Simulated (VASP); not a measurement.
Ta5Ru:

```
CELL_PARAMETERS angstrom
3.18758 0.00000 0.00000
0.00000 3.18758 0.00000
0.00000 0.00000 9.56275
ATOMIC_POSITIONS crystal
Ta 0.00000 0.00000 0.16667
Ta 0.50000 0.50000 0.33333
Ta 0.50000 0.50000 0.66667
Ta 0.00000 0.00000 0.83333
Ta 0.50000 0.50000 0.00000
Ru 0.00000 0.00000 0.50000
```

```yaml
Program: VASP 6.6.1
Task: relaxation of cell and atoms
Functional: PBE
Potentials_or_basis: VASP PAW PBE potentials, release 64 (Ta_pv, Ru_pv)
Cutoff: 600 eV
k_mesh: 6 × 6 × 2
Occupations: gaussian, width 0.1 eV
Spin: no spin polarisation
```

At the start: pressure 19.2 GPa; volume 16.19 Å³/atom.

Q: How do energy, volume and symmetry change on relaxing?

A: Over 10 steps the energy falls by 87.6 meV/atom and the volume is 17.49 Å³/atom (+8.0 %); space group P4/mmm (No. 123, to 0.1 Å) before and after.

Step by step:
```
step  energy change (eV)  largest force (eV/Å)  pressure (GPa)  volume (Å³)
   1              0.0000                1.4618           19.16        97.16
   2              1.7886                0.2462          -28.18       127.02
   3             -0.4790                0.7197           -1.85       105.72
   4             -0.4816                0.7530           -0.70       105.15
   5             -0.4815                0.7628           -0.37       104.98
   6             -0.5150                0.2013            0.37       104.62
   7             -0.5180                0.2183            0.71       104.47
   8             -0.5211                0.1206           -1.26       105.47
   9             -0.5217                0.1499           -0.68       105.18
  10             -0.5256                0.0231           -0.19       104.97
```

Final structure:
```
Ta Ru
1.0
     3.25589    0.00000    0.00000
     0.00000    3.25589    0.00000
     0.00000    0.00000    9.90204
Ta Ru
5 1
Direct
  0.00000 0.00000 0.16913
  0.50000 0.50000 0.34096
  0.50000 0.50000 0.65904
  0.00000 0.00000 0.83087
  0.50000 0.50000 0.00000
  0.00000 0.00000 0.50000
```
